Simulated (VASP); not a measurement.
Here is a VASP 6.6.1 calculation.

The input INCAR:

```
ALGO     = Normal         # electronic algorithm
EDIFF    = 1E-6           # SCF threshold, eV
ENCUT    = 500            # plane-wave cutoff, eV
GGA      = PE             # functional
GGA_COMPAT= False        
ISIF     = 2              # what is computed and relaxed
ISMEAR   = 0              # smearing method
LASPH    = True           # aspherical terms in the spheres
LCHARG   = False          # write CHGCAR
LREAL    = False          # projectors in reciprocal space
LWAVE    = False          # write WAVECAR
NBANDS   = 26             # bands
NELM     = 120            # most SCF steps
PREC     = Accurate       # precision mode
SIGMA    = 0.2            # smearing width, eV
```

Contents of KPOINTS:

```
k-points
0
Gamma
  4 4 4
```

File POSCAR:

```
Al3BP4
1.0
   -2.4465361954      2.4465361954      6.0346780854
    2.4465361954     -2.4465361954      6.0346780854
    2.4465361954      2.4465361954     -6.0346780854
Al B P
3 1 4
Direct
    0.2388266678      0.2388266678      0.0000000000
    0.7611733322      0.7611733322      0.0000000000
    0.0000000000      0.0000000000      0.0000000000
    0.5000000000      0.5000000000      0.0000000000
    0.1681833516      0.1681833516      0.5572799683
    0.6109033832      0.6109033832      0.4427200317
    0.8318166484      0.3890966168      0.0000000000
    0.3890966168      0.8318166484      0.0000000000
```

Potentials or basis: VASP PAW PBE potentials, release 64 (Al, B, P).

Command:

```sh
$ cat potpaw_PBE.64/Al/POTCAR potpaw_PBE.64/B/POTCAR potpaw_PBE.64/P/POTCAR > POTCAR
$ mpirun -np 1 vasp_std > vasp.out
```

(1) What does it give for the band gap on the k mesh?

(2) What does it give for the pressure?

(3) What does it give for the largest force?

Answers

(1) zero (band 16 reaches 6.77 eV, above the bottom of band 17 at 5.29 eV).

(2) 0.1 GPa.

(3) 0.053 eV/Å.

Caveat: the k points lie up to 0.45 Å⁻¹ apart.
